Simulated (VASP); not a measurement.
# Al2CdO6 (Fm-3m) in VASP: single point with PBE

Aim: the single point of Al2CdO6 with PBE.

Everything below comes from runs of VASP 6.6.1. Logs are shortened: lines on timing, memory, paths and dates and some standing lists are left out, and cuts for length are marked.

## Step 1: The cell of the first run

The structure is cubic, space group Fm-3m (No. 225). The conventional cell has a = 7.517 Å, b = 7.517 Å, c = 7.517 Å, α = 90.00°, β = 90.00°, γ = 90.00°. Within 2.5 Å of Al (site symmetry -43m) lie 6 O at 1.88 Å. Within 3.5 Å of Cd (site symmetry m-3m) lie 12 O at 2.66 Å and 8 Al at 3.26 Å. Within 2.5 Å of O (site symmetry mmm) lie 2 Al at 1.88 Å.

## Step 2: Single point, PBE, collinear spin, ferromagnetic start (atoms taken out)

The input, INCAR:

```
SYSTEM = Al2CdO6
ALGO = Normal
EDIFF = 1E-6
ENCUT = 520
GGA = PE
ISIF = 2
ISMEAR = 0
ISPIN = 2
LASPH = .TRUE.
LCHARG = .FALSE.
LORBIT = 11
LREAL = .FALSE.
LWAVE = .FALSE.
MAGMOM = 0 0 0 1 1 1 1 1 1
NBANDS = 41
NELM = 150
PREC = Accurate
SIGMA = 0.1
```

The input, KPOINTS:

```
k-points
0
G
  4 4 4
  0 0 0
```

The input, POSCAR:

```
Al2CdO6
1.0
    0.0000000000      3.7586183300      3.7586183300
    3.7586183300      0.0000000000      3.7586183300
    3.7586183300      3.7586183300      0.0000000000
Al Cd O
2 1 6
Direct
    0.7500000000      0.7500000000      0.7500000000
    0.2500000000      0.2500000000      0.2500000000
    0.0000000000      0.0000000000      0.0000000000
    0.5000000000      0.0000000000      0.0000000000
    0.0000000000      0.5000000000      0.5000000000
    0.0000000000      0.5000000000      0.0000000000
    0.5000000000      0.0000000000      0.5000000000
    0.0000000000      0.0000000000      0.5000000000
    0.5000000000      0.5000000000      0.0000000000
```

Potentials or basis: VASP PAW PBE potentials, release 64 (Al, Cd, O).

The run is started by

```bash
$ cat potpaw_PBE.64/Al/POTCAR potpaw_PBE.64/Cd/POTCAR potpaw_PBE.64/O/POTCAR > POTCAR
$ mpirun -np 1 vasp_std > vasp.out
```

OUTCAR:

```text
SYSTEM = Al2CdO6
   EDIFF = 1E-6
   ENCUT = 520
   GGA = PE
   ISIF = 2
   ISMEAR = 0
   ISPIN = 2
   LASPH = .TRUE.
   LORBIT = 11
   LREAL = .FALSE.
   NELM = 150
   PREC = Accurate

 ion  position               nearest neighbor table
   1  0.750  0.750  0.750-   4 1.88   5 1.88   6 1.88   7 1.88   8 1.88   9 1.88   3 3.26   3 3.26
                             3 3.26   3 3.26
   2  0.250  0.250  0.250-   4 1.88   5 1.88   6 1.88   7 1.88   8 1.88   9 1.88   3 3.26   3 3.26
                             3 3.26   3 3.26
   3  0.000  0.000  0.000-   4 2.66   6 2.66   8 2.66   5 2.66   7 2.66   8 2.66   5 2.66   6 2.66
                             9 2.66   4 2.66   7 2.66   9 2.66   1 3.26   1 3.26   2 3.26   1 3.26
   4  0.500  0.000  0.000-   1 1.88   2 1.88   3 2.66   3 2.66
   5  0.000  0.500  0.500-   1 1.88   2 1.88   3 2.66   3 2.66
   6  0.000  0.500  0.000-   1 1.88   2 1.88   3 2.66   3 2.66
   7  0.500  0.000  0.500-   1 1.88   2 1.88   3 2.66   3 2.66
   8  0.000  0.000  0.500-   1 1.88   2 1.88   3 2.66   3 2.66
   9  0.500  0.500  0.000-   1 1.88   2 1.88   3 2.66   3 2.66

  LATTYP: Found a face centered cubic cell.
 ALAT       =     7.5172366600

  Lattice vectors:

 A1 = (   0.0000000000,   3.7586183300,   3.7586183300)
 A2 = (   3.7586183300,   0.0000000000,   3.7586183300)
 A3 = (   3.7586183300,   3.7586183300,   0.0000000000)

Analysis of symmetry for initial positions (statically):
=====================================================================
 Subroutine PRICEL returns:
 Original cell was already a primitive cell.

 Routine SETGRP: Setting up the symmetry group for a
 face centered cubic supercell.

 Subroutine GETGRP returns: Found 48 space group operations
 (whereof 48 operations were pure point group operations)
 out of a pool of 48 trial point group operations.

The static configuration has the point symmetry O_h .

Analysis of symmetry for dynamics (positions and initial velocities):
=====================================================================
 Subroutine PRICEL returns:
 Original cell was already a primitive cell.

 Routine SETGRP: Setting up the symmetry group for a
 face centered cubic supercell.

 Subroutine GETGRP returns: Found 48 space group operations
 (whereof 48 operations were pure point group operations)
 out of a pool of 48 trial point group operations.

The dynamic configuration has the point symmetry O_h .

Analysis of structural, dynamic, and magnetic symmetry:
=====================================================================
 Subroutine PRICEL returns:
 Original cell was already a primitive cell.

 Routine SETGRP: Setting up the symmetry group for a
 face centered cubic supercell.

 Subroutine GETGRP returns: Found 48 space group operations
 (whereof 48 operations were pure point group operations)
 out of a pool of 48 trial point group operations.

The overall configuration has the point symmetry O_h .

 Subroutine INISYM returns: Found 48 space group operations
 (whereof 48 operations are pure point group operations),
 and found     1 'primitive' translations

----------------------------------------------------------------------------------------

                                     Primitive cell

  volume of cell :     106.1976

  direct lattice vectors                    reciprocal lattice vectors
     0.000000000  3.758618330  3.758618330    -0.133027606  0.133027606  0.133027606
     3.758618330  0.000000000  3.758618330     0.133027606 -0.133027606  0.133027606
     3.758618330  3.758618330  0.000000000     0.133027606  0.133027606 -0.133027606

  length of vectors
     5.315489018  5.315489018  5.315489018     0.230410573  0.230410573  0.230410573

  position of ions in fractional coordinates (direct lattice)
     0.750000000  0.750000000  0.750000000
     0.250000000  0.250000000  0.250000000
     0.000000000  0.000000000  0.000000000
     0.500000000  0.000000000  0.000000000
     0.000000000  0.500000000  0.500000000
     0.000000000  0.500000000  0.000000000
     0.500000000  0.000000000  0.500000000
     0.000000000  0.000000000  0.500000000
     0.500000000  0.500000000  0.000000000

  ion indices of the primitive-cell ions
   primitive index   ion index
                 1           1
                 2           2
                 3           3
                 4           4
[... 51 lines left out ...]
   PREC   = accura    normal or accurate (medium, high low for compatibility)
   ISTART =      0    job   : 0-new  1-cont  2-samecut
   ICHARG =      2    charge: 1-file 2-atom 10-const
   ISPIN  =      2    spin polarized calculation?
   LNONCOLLINEAR =      F non collinear calculations
   LSORBIT =      F    spin-orbit coupling
   LASPH  =      T    aspherical Exc in radial PAW
   ENCUT  =  520.0 eV  38.22 Ry    6.18 a.u.   9.88  9.88  9.88*2*pi/ulx,y,z
   NELM   =    150;   NELMIN=  2; NELMDL= -5     # of ELM steps
   EDIFF  = 0.1E-05   stopping-criterion for ELM
   LREAL  =      F    real-space projection
   EDIFFG = 0.1E-04   stopping-criterion for IOM
   NSW    =      0    number of steps for IOM
   IBRION =     -1    ionic relax: 0-MD 1-quasi-New 2-CG
   NFREE  =      0    steps in history (QN), initial steepest desc. (CG)
   ISIF   =      2    stress and relaxation
   ISYM   =      2    0-nonsym 1-usesym 2-fastsym
   POTIM  = 0.5000    time-step for ionic-motion
   TEBEG  =    0.0;   TEEND  =   0.0 temperature during run
   PSTRESS=    0.0 pullay stress
   NELECT =      54.0000    total number of electrons
   NUPDOWN=      -1.0000    fix difference up-down
   EMIN   =  10.00;   EMAX   =-10.00  energy-range for DOS
   EFERMI =   0.00;   METHOD = LEGACY
   ISMEAR =     0;   SIGMA  =   0.10  broadening in eV -4-tet -1-fermi 0-gaus
   EFERMI_NEDOS =   21; number of points for ismear=-14 and -15
   IALGO  =     38    algorithm
   IMIX   =      4    mixing-type and parameters
     AMIX     =   0.40;   BMIX     =  1.00
     AMIX_MAG =   1.60;   BMIX_MAG =  1.00
  volume/ion in A,a.u.               =      11.80        79.63
  Fermi-wavevector in a.u.,A,eV,Ry     =   1.306676  2.469259 23.230611  1.707402
  Thomas-Fermi vector in A             =   2.437462
   LORBIT       =     11    0 simple, 1 ext, 2 COOP (PROOUT), +10 PAW based schemes
   GGA     = PE    functional components
   LHFCALC =     F    Hartree Fock is set to
   AEXX    =    0.0000 exact exchange contribution
   IVDW    =     0    specifies the selected vdW correction
   LEPSILON=     F    determine dielectric tensor
   LRPA    =     F    only Hartree local field effects (RPA)
 spin polarized calculation
 Gauss-broadening in eV      SIGMA  =   0.10
  energy-cutoff  :      520.00
  volume of cell :      106.20
 maximum number of plane-waves:      2884
   NGX = 19   NGY = 19   NGZ = 19

 number of electron      54.0000024 magnetization       3.9999997

 Free energy of the ion-electron system (eV)
  ---------------------------------------------------
  ext. energy  EPLUGINS =         0.00000000
  ---------------------------------------------------
  free energy    TOTEN  =       -50.53146080 eV

  energy without entropy =      -50.51224907  energy(sigma->0) =      -50.52185494

 E-fermi :   1.7614     XC(G=0): -10.2408

 val. band max:        1.6776533044   @ k =  -0.2500   0.5000   0.2500
 cond. band min:       1.7918749935   @ k =   0.2500   0.2500   0.0000
 fundamental gap:      0.1142216891
 Fermi energy:         1.7613886940

 spin component 1

 k-point     1 :       0.0000    0.0000    0.0000
  band No.  band energies     occupation
      1     -17.1026      1.00000
      2     -15.5246      1.00000
      3     -15.5246      1.00000
      4     -15.5246      1.00000
      5     -14.8938      1.00000
      6     -14.8938      1.00000
[... 325 lines left out ...]
     38      16.0137      0.00000
     39      16.0138      0.00000
 Fermi energy:         1.7613886940

 spin component 2

 k-point     1 :       0.0000    0.0000    0.0000
  band No.  band energies     occupation
      1     -16.1946      1.00000
      2     -14.4774      1.00000
      3     -14.4774      1.00000
      4     -14.4774      1.00000
      5     -13.7859      1.00000
      6     -13.7859      1.00000
[... 325 lines left out ...]
     38      16.1815      0.00000
     39      16.3663      0.00000
 [bands above 39 left out]

------------------------ aborting loop because EDIFF is reached ----------------------------------------

  FORCE on cell =-STRESS in cart. coord.  units (eV):
  Direction    XX          YY          ZZ          XY          YZ          ZX
  --------------------------------------------------------------------------------------
  -------------------------------------------------------------------------------------
  Total       -1.9835188     -1.9835188     -1.9835188      0.0000000      0.0000000      0.0000000
  in kB      -29.9248661    -29.9248661    -29.9248661      0.0000000      0.0000000      0.0000000
  external PRESSURE =     -29.9248661 kB  Pullay stress =       0.0000000 kB

 VOLUME and BASIS-vectors are now :
 -----------------------------------------------------------------------------
  energy-cutoff  :      520.00
  volume of cell :      106.20
      direct lattice vectors                 reciprocal lattice vectors
     0.000000000  3.758618330  3.758618330    -0.133027606  0.133027606  0.133027606
     3.758618330  0.000000000  3.758618330     0.133027606 -0.133027606  0.133027606
     3.758618330  3.758618330  0.000000000     0.133027606  0.133027606 -0.133027606

 POSITION                                       TOTAL-FORCE (eV/Angst)
 -----------------------------------------------------------------------------------
      5.63793      5.63793      5.63793        -0.000000     -0.000000     -0.000000
      1.87931      1.87931      1.87931         0.000000      0.000000     -0.000000
      0.00000      0.00000      0.00000        -0.000000     -0.000000      0.000000
      0.00000      1.87931      1.87931        -0.000000     -0.000000      0.000000
      3.75862      1.87931      1.87931        -0.000000     -0.000000      0.000000
      1.87931      0.00000      1.87931        -0.000000     -0.000000      0.000000
      1.87931      3.75862      1.87931        -0.000000     -0.000000      0.000000
      1.87931      1.87931      0.00000        -0.000000     -0.000000      0.000000
      1.87931      1.87931      3.75862        -0.000000     -0.000000      0.000000
 -----------------------------------------------------------------------------------
    total drift:                               -0.000000     -0.000000      0.000000

  FREE ENERGIE OF THE ION-ELECTRON SYSTEM (eV)
  ---------------------------------------------------
  free  energy   TOTEN  =       -50.5314608013 eV

  energy  without entropy=      -50.5122490714  energy(sigma->0) =      -50.52185494

 total charge

# of ion       s       p       d       tot
------------------------------------------
    1        0.300   0.400   0.000   0.700
    2        0.300   0.400   0.000   0.700
    3        0.240   0.158   9.633  10.031
    4        1.580   3.368   0.000   4.949
    5        1.580   3.368   0.000   4.949
    6        1.580   3.368   0.000   4.949
    7        1.580   3.368   0.000   4.949
    8        1.580   3.368   0.000   4.949
    9        1.580   3.368   0.000   4.949
--------------------------------------------------
tot         10.322  21.168   9.633  41.123

 magnetization (x)

# of ion       s       p       d       tot
------------------------------------------
    1       -0.008  -0.011   0.000  -0.019
    2       -0.008  -0.011   0.000  -0.019
    3       -0.025  -0.012   0.015  -0.022
    4        0.008   0.569   0.000   0.577
    5        0.008   0.569   0.000   0.577
    6        0.008   0.569   0.000   0.577
    7        0.008   0.569   0.000   0.577
    8        0.008   0.569   0.000   0.577
    9        0.008   0.569   0.000   0.577
--------------------------------------------------
tot          0.006   3.381   0.015   3.402
```

Wall time 97 s (1 thread of Intel Xeon Platinum 8259CL at 2.50GHz (Skylake/Cascade Lake), shared host); peak memory 0.31 GiB.

What came out:

- Free energy: -50.5315 eV
- Pressure: -3.0 GPa
- Band gap on the k mesh: zero (filled and empty bands overlap)
- Net moment: 4.00 μB per cell
- Site moments: Al -0.02; Cd -0.02; O +0.58 μB
- Valence electrons inside the program's atomic spheres: Al 0.70; Cd 10.03; O 4.95

Levels at points of the mesh, in eV from the Fermi level:
Spin up:
| k point | band 27 | band 28 | band 29 | band 30 | band 31 | band 32 |
| --- | --- | --- | --- | --- | --- | --- |
| (0.00, 0.00, 0.00) | -0.38 | -0.38 | -0.38 | 1.50 | 7.74 | 9.17 |
| (0.50, 0.00, 0.00) | -0.94 | -0.79 | -0.79 | 3.91 | 7.62 | 10.24 |
| (0.50, 0.50, 0.00) | -1.03 | -1.03 | -0.34 | 4.59 | 7.72 | 9.41 |
Spin down:
| k point | band 22 | band 23 | band 24 | band 25 | band 26 | band 27 |
| --- | --- | --- | --- | --- | --- | --- |
| (0.00, 0.00, 0.00) | -0.24 | -0.24 | 0.07 | 0.07 | 0.07 | 1.16 |
| (0.50, 0.00, 0.00) | -1.30 | -1.30 | 0.06 | 0.31 | 0.31 | 0.52 |
| (0.50, 0.50, 0.00) | -0.72 | -0.72 | -0.67 | -0.67 | -0.36 | 0.18 |

Caveat: the k points lie up to 0.36 Å⁻¹ apart, too coarse for converged energies and pressures of a metal; the cell differs from its parent crystal (atoms taken out).

The gap in the log of VASP goes by the Fermi energy; the results here count the filled bands.